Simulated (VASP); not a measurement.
# Li3TeH (Pm-3m) in VASP: a series of runs

Runs on Li3TeH. Level: LDA. Tasks: single point, relaxation of cell and atoms.

All numbers are computed with VASP 6.6.1; they aren't measurements. Logs are shortened: lines on timing, memory, paths and dates and some standing lists are left out, and cuts for length are marked.

### 1 The cell of the first run

Symmetry: Pm-3m, No. 221, cubic system. Conventional cell: a = 4.085 Å, b = 4.085 Å, c = 4.085 Å, α = 90.00°, β = 90.00°, γ = 90.00°. Within 2.7 Å of Li (site symmetry 4/mmm) lie 2 H at 2.04 Å. Te (site symmetry m-3m) has 12 Li at 2.89 Å and 8 H at 3.54 Å within 3.8 Å. H (site symmetry m-3m) has 6 Li at 2.04 Å within 2.7 Å.

### 2 Single point, LDA

INCAR reads:

```
PREC     = Accurate       # precision mode
ENCUT    = 520            # plane-wave cutoff, eV
EDIFF    = 1E-7           # SCF threshold, eV
ISMEAR   = 0              # smearing method
SIGMA    = 0.02           # smearing width, eV
LREAL    = F              # projectors in reciprocal space
LASPH    = T              # aspherical terms in the spheres
NELM     = 60             # most SCF steps
ALGO     = Normal         # electronic algorithm
ISIF     = 2              # what is computed and relaxed
LWAVE    = F              # write WAVECAR
LCHARG   = F              # write CHGCAR
GGA      = CA             # functional
NBANDS   = 16             # bands
```

KPOINTS reads:

```
regular mesh
0
Gamma
  6 6 6
```

POSCAR reads:

```
Li3TeH
1.0
    4.0846538137      0.0000000000      0.0000000000
    0.0000000000      4.0846538137      0.0000000000
    0.0000000000      0.0000000000      4.0846538137
Li Te H
3 1 1
Direct
    0.5000000000      0.0000000000      0.5000000000
    0.0000000000      0.5000000000      0.5000000000
    0.5000000000      0.5000000000      0.0000000000
    0.0000000000      0.0000000000      0.0000000000
    0.5000000000      0.5000000000      0.5000000000
```

Potentials or basis: VASP PAW LDA potentials, release 64 (Li_sv, Te, H).

On the command line:

```
$ cat potpaw_LDA.64/Li_sv/POTCAR potpaw_LDA.64/Te/POTCAR potpaw_LDA.64/H/POTCAR > POTCAR
$ mpirun -np 1 vasp_std > vasp.out
```

OUTCAR:

```text
PREC = Accurate
   ENCUT = 520
   EDIFF = 1E-7
   ISMEAR = 0
   LREAL = F
   LASPH = T
   NELM = 60
   ISIF = 2
   GGA = CA

 ion  position               nearest neighbor table
   1  0.500  0.000  0.500-   4 2.89   4 2.89   4 2.89   4 2.89
   2  0.000  0.500  0.500-   4 2.89   4 2.89   4 2.89   4 2.89
   3  0.500  0.500  0.000-   4 2.89   4 2.89   4 2.89   4 2.89
   4  0.000  0.000  0.000-   1 2.89   2 2.89   3 2.89   1 2.89   2 2.89   2 2.89   3 2.89   2 2.89
                             1 2.89   3 2.89   1 2.89   3 2.89
   5  0.500  0.500  0.500-

  LATTYP: Found a simple cubic cell.
 ALAT       =     4.0846538137

  Lattice vectors:

 A1 = (   4.0846538137,   0.0000000000,   0.0000000000)
 A2 = (   0.0000000000,   4.0846538137,   0.0000000000)
 A3 = (   0.0000000000,   0.0000000000,   4.0846538137)

Analysis of symmetry for initial positions (statically):
=====================================================================
 Subroutine PRICEL returns:
 Original cell was already a primitive cell.

 Routine SETGRP: Setting up the symmetry group for a
 simple cubic supercell.

 Subroutine GETGRP returns: Found 48 space group operations
 (whereof 48 operations were pure point group operations)
 out of a pool of 48 trial point group operations.

The static configuration has the point symmetry O_h .

Analysis of symmetry for dynamics (positions and initial velocities):
=====================================================================
 Subroutine PRICEL returns:
 Original cell was already a primitive cell.

 Routine SETGRP: Setting up the symmetry group for a
 simple cubic supercell.

 Subroutine GETGRP returns: Found 48 space group operations
 (whereof 48 operations were pure point group operations)
 out of a pool of 48 trial point group operations.

The dynamic configuration has the point symmetry O_h .

 Subroutine INISYM returns: Found 48 space group operations
 (whereof 48 operations are pure point group operations),
 and found     1 'primitive' translations

----------------------------------------------------------------------------------------

                                     Primitive cell

  volume of cell :      68.1500

  direct lattice vectors                    reciprocal lattice vectors
     4.084653814  0.000000000  0.000000000     0.244818789  0.000000000  0.000000000
[... 88 lines left out ...]
   LREAL  =      F    real-space projection
   EDIFFG = 0.1E-05   stopping-criterion for IOM
   NSW    =      0    number of steps for IOM
   IBRION =     -1    ionic relax: 0-MD 1-quasi-New 2-CG
   NFREE  =      0    steps in history (QN), initial steepest desc. (CG)
   ISIF   =      2    stress and relaxation
   ISYM   =      2    0-nonsym 1-usesym 2-fastsym
   POTIM  = 0.5000    time-step for ionic-motion
   TEBEG  =    0.0;   TEEND  =   0.0 temperature during run
   PSTRESS=    0.0 pullay stress
   NELECT =      16.0000    total number of electrons
   NUPDOWN=      -1.0000    fix difference up-down
   EMIN   =  10.00;   EMAX   =-10.00  energy-range for DOS
   EFERMI =   0.00;   METHOD = LEGACY
   ISMEAR =     0;   SIGMA  =   0.02  broadening in eV -4-tet -1-fermi 0-gaus
   EFERMI_NEDOS =   21; number of points for ismear=-14 and -15
   IALGO  =     38    algorithm
   IMIX   =      4    mixing-type and parameters
     AMIX     =   0.40;   BMIX     =  1.00
     AMIX_MAG =   1.60;   BMIX_MAG =  1.00
  volume/ion in A,a.u.               =      13.63        91.98
  Fermi-wavevector in a.u.,A,eV,Ry     =   1.009934  1.908498 13.877484  1.019966
  Thomas-Fermi vector in A             =   2.142892
   LORBIT       =      0    0 simple, 1 ext, 2 COOP (PROOUT), +10 PAW based schemes
   GGA     = CA    functional components
   LHFCALC =     F    Hartree Fock is set to
   AEXX    =    0.0000 exact exchange contribution
   IVDW    =     0    specifies the selected vdW correction
   LEPSILON=     F    determine dielectric tensor
   LRPA    =     F    only Hartree local field effects (RPA)
 non-spin polarized calculation
 Gauss-broadening in eV      SIGMA  =   0.02
  energy-cutoff  :      520.00
  volume of cell :       68.15
 maximum number of plane-waves:      1856
   NGX = 15   NGY = 15   NGZ = 15

 number of electron      16.0000017 magnetization

 Free energy of the ion-electron system (eV)
  ---------------------------------------------------
  ext. energy  EPLUGINS =         0.00000000
  ---------------------------------------------------
  free energy    TOTEN  =       -17.60320899 eV

  energy without entropy =      -17.60320899  energy(sigma->0) =      -17.60320899

 E-fermi :   4.1894     XC(G=0):  -9.2637

 val. band max:        4.0318791374   @ k =   0.5000   0.5000   0.0000
 cond. band min:       6.9312663982   @ k =   0.5000   0.5000   0.5000
 fundamental gap:      2.8993872608
 Fermi energy:         4.1893989825

 k-point     1 :       0.0000    0.0000    0.0000
  band No.  band energies     occupation
      1     -40.7812      2.00000
      2     -40.7402      2.00000
      3     -40.7402      2.00000
      4      -7.0217      2.00000
      5       1.1513      2.00000
      6       2.4215      2.00000
[... 357 lines left out ...]
      3     -40.7531      2.00000
      4      -5.6625      2.00000
      5       0.2516      2.00000
      6       0.6782      2.00000
[... 8 lines left out ...]
     15      15.3140      0.00000
     16      17.4520      0.00000

------------------------ aborting loop because EDIFF is reached ----------------------------------------

  FORCE on cell =-STRESS in cart. coord.  units (eV):
  Direction    XX          YY          ZZ          XY          YZ          ZX
  --------------------------------------------------------------------------------------
  -------------------------------------------------------------------------------------
  Total       -0.0038918     -0.0038918     -0.0038918      0.0000000     -0.0000000     -0.0000000
  in kB       -0.0914951     -0.0914951     -0.0914951      0.0000000     -0.0000000     -0.0000000
  external PRESSURE =      -0.0914951 kB  Pullay stress =       0.0000000 kB

 VOLUME and BASIS-vectors are now :
 -----------------------------------------------------------------------------
  energy-cutoff  :      520.00
  volume of cell :       68.15
      direct lattice vectors                 reciprocal lattice vectors
     4.084653814  0.000000000  0.000000000     0.244818789  0.000000000  0.000000000
     0.000000000  4.084653814  0.000000000     0.000000000  0.244818789  0.000000000
     0.000000000  0.000000000  4.084653814     0.000000000  0.000000000  0.244818789

 POSITION                                       TOTAL-FORCE (eV/Angst)
 -----------------------------------------------------------------------------------
      2.04233      0.00000      2.04233         0.000000      0.000000      0.000000
      0.00000      2.04233      2.04233         0.000000      0.000000      0.000000
      2.04233      2.04233      0.00000         0.000000      0.000000      0.000000
      0.00000      0.00000      0.00000         0.000000      0.000000      0.000000
      2.04233      2.04233      2.04233         0.000000      0.000000      0.000000
 -----------------------------------------------------------------------------------
    total drift:                                0.000000      0.000000     -0.000000

  FREE ENERGIE OF THE ION-ELECTRON SYSTEM (eV)
  ---------------------------------------------------
  free  energy   TOTEN  =       -17.6032089878 eV

  energy  without entropy=      -17.6032089878  energy(sigma->0) =      -17.60320899
```

OSZICAR:

```text
N       E                     dE             d eps       ncg     rms          rms(c)
DAV:   1     0.582913595217E+02    0.58291E+02   -0.63506E+03   640   0.969E+02
DAV:   2    -0.711286044369E+01   -0.65404E+02   -0.61489E+02   784   0.217E+02
DAV:   3    -0.178172135773E+02   -0.10704E+02   -0.10604E+02  1248   0.486E+01
DAV:   4    -0.181015146761E+02   -0.28430E+00   -0.28425E+00   792   0.130E+01
DAV:   5    -0.181095931011E+02   -0.80784E-02   -0.80777E-02  1040   0.179E+00    0.496E+00
DAV:   6    -0.177199816485E+02    0.38961E+00   -0.19480E-01   792   0.208E+00    0.267E+00
DAV:   7    -0.176023151759E+02    0.11767E+00   -0.29951E-01   808   0.244E+00    0.523E-01
DAV:   8    -0.176037764223E+02   -0.14612E-02   -0.24371E-02   816   0.916E-01    0.202E-01
DAV:   9    -0.176032016237E+02    0.57480E-03   -0.16990E-03   904   0.272E-01    0.834E-02
DAV:  10    -0.176032074344E+02   -0.58107E-05   -0.24843E-04   896   0.923E-02    0.450E-02
DAV:  11    -0.176032216001E+02   -0.14166E-04   -0.38318E-05   872   0.301E-02    0.246E-02
DAV:  12    -0.176032088003E+02    0.12800E-04   -0.24832E-05   792   0.268E-02    0.415E-03
DAV:  13    -0.176032090364E+02   -0.23608E-06   -0.24349E-06   912   0.797E-03    0.359E-03
DAV:  14    -0.176032089878E+02    0.48562E-07   -0.13976E-07   840   0.210E-03
   1 F= -.17603209E+02 E0= -.17603209E+02  d E =-.180008E-30
```

Run time: 20 s. Hardware: 1 thread of AMD EPYC 7R13 (Zen 3), shared host; peak memory 0.12 GiB.

Results:

```yaml
Free_energy: -17.6032 eV
Band_gap_on_the_k_mesh: 2.90 eV, indirect (least direct gap 3.69 eV)
```

Levels at points of the mesh, in eV from the valence-band top:
| k point | band 5 | band 6 | band 7 | band 8 | band 9 | band 10 | band 11 | band 12 |
| --- | --- | --- | --- | --- | --- | --- | --- | --- |
| (0.00, 0.00, 0.00) | -2.88 | -1.61 | -1.61 | -1.61 | 4.28 | 4.28 | 6.30 | 6.30 |
| (0.50, 0.00, 0.00) | -5.12 | -0.91 | -0.72 | -0.72 | 3.26 | 3.26 | 3.28 | 3.81 |
| (0.50, 0.50, 0.00) | -3.85 | -3.60 | -3.60 | 0.00 | 3.69 | 5.24 | 5.24 | 5.57 |
| (0.50, 0.50, 0.50) | -3.78 | -3.35 | -3.35 | -3.35 | 2.90 | 2.90 | 2.90 | 10.63 |

Caveat: the cutoff is under 1.25 times the usual one of these potentials, so pressure, stress and relaxed cells hold a basis-set (Pulay) error; spin-orbit coupling is left out, which moves the levels of the heavy elements. A k mesh can miss the band edges.

### 3 Relaxation of cell and atoms, LDA

This run uses another cell than the first one, of 14.74 Å³/atom, 1.081 times its volume.

INCAR reads:

```
PREC = Accurate
ENCUT = 600
EDIFF = 1E-6
ISMEAR = 0
SIGMA = 0.02
LREAL = False
LASPH = True
NELM = 80
ALGO = Normal
ISIF = 3
LWAVE = False
LCHARG = False
GGA = CA
IBRION = 2
NSW = 70
EDIFFG = -0.005
```

KPOINTS is that of step 2.

POSCAR, as its differences from that of step 2:

```diff
@@ -2,5 +2,5 @@
 1.0
-    4.0846538137      0.0000000000      0.0000000000
-    0.0000000000      4.0846538137      0.0000000000
-    0.0000000000      0.0000000000      4.0846538137
+    4.1922815372      0.0000000000      0.0000000000
+    0.0000000000      4.1922815372      0.0000000000
+    0.0000000000      0.0000000000      4.1922815372
 Li Te H
```

Potentials or basis: VASP PAW LDA potentials, release 64 (Li_sv, Te, H).

On the command line:

```
$ cat potpaw_LDA.64/Li_sv/POTCAR potpaw_LDA.64/Te/POTCAR potpaw_LDA.64/H/POTCAR > POTCAR
$ mpirun -np 1 vasp_std > vasp.out
```

Wall time 58 s (1 thread of AMD EPYC 7R13 (Zen 3), shared host); peak memory 0.17 GiB.

The run converged. Its results:

```yaml
Free_energy: -17.6067 eV
Relaxed_volume: 13.60 Å³/atom
Relaxed_cell: a = 4.082 Å, b = 4.082 Å, c = 4.082 Å, α = 90.00°, β = 90.00°, γ = 90.00°
Space_group_after_relaxing_to_0.05_Å: Pm-3m (No. 221)
Energy_gained_by_relaxing: 10.1 meV/atom
Ionic_steps: 4
Pressure_after_relaxing: 0.0 GPa
Band_gap_on_the_k_mesh: 2.90 eV, indirect (least direct gap 3.69 eV)
```

The path:
```tsv
step	energy change (eV)	largest force (eV/Å)	pressure (GPa)	volume (Å³)
1	0.0000	0.0000	-2.68	73.68
2	-0.0348	0.0000	-1.59	71.08
3	-0.0503	0.0000	-0.12	68.23
4	-0.0504	0.0000	0.01	68.01
```

Final structure:
```
Li Te H
1.0
     4.08187    0.00000    0.00000
     0.00000    4.08187    0.00000
     0.00000    0.00000    4.08187
Li Te H
3 1 1
Direct
  0.50000 0.00000 0.50000
  0.00000 0.50000 0.50000
  0.50000 0.50000 0.00000
  0.00000 0.00000 0.00000
  0.50000 0.50000 0.50000
```

Levels at points of the mesh, in eV from the valence-band top:
```
           k point  band 6  band 7  band 8  band 9  band 10  band 11
(0.00, 0.00, 0.00)   -1.62   -1.62   -1.62    4.28     4.28     6.31
(0.50, 0.00, 0.00)   -0.92   -0.72   -0.72    3.26     3.26     3.28
(0.50, 0.50, 0.00)   -3.61   -3.61    0.00    3.69     5.24     5.24
(0.50, 0.50, 0.50)   -3.36   -3.36   -3.36    2.90     2.90     2.90
```

Caveat: the cutoff is under 1.25 times the usual one of these potentials, so pressure, stress and relaxed cells hold a basis-set (Pulay) error; spin-orbit coupling is left out, which moves the levels of the heavy elements. A k mesh can miss the band edges.
